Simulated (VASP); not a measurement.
BAs:

```
CELL_PARAMETERS angstrom
0.00000 2.30529 2.30529
2.30529 0.00000 2.30529
2.30529 2.30529 0.00000
ATOMIC_POSITIONS crystal
B 0.00000 0.00000 0.00000
As 0.50000 0.50000 0.50000
```

Base run:

```yaml
Program: VASP 6.6.1
Functional: PBE
Potentials_or_basis: VASP PAW PBE potentials, release 64 (B, As)
Cutoff: 520 eV
k_mesh: 10 × 10 × 10
Occupations: fermi-dirac, width 0.02 eV
Spin: no spin polarisation
```

Its results: band gap on the k mesh zero (band 4 reaches 8.69 eV, above the bottom of band 5 at 3.91 eV); pressure 0.4 GPa.

Task: The run is repeated on the same cell with these changes: functional from PBE to HSE06; k mesh from 10 × 10 × 10 to 6 × 6 × 6. What comes out?

Result: Band gap on the k mesh zero (band 4 reaches 8.90 eV, above the bottom of band 5 at 3.34 eV); pressure -3.1 GPa.

Several settings changed at once, so the effect can't be laid on one alone.

Caveats: some runs use coarse meshes; the PAW data sets were made with another functional, which shifts forces and pressure a little (some runs).
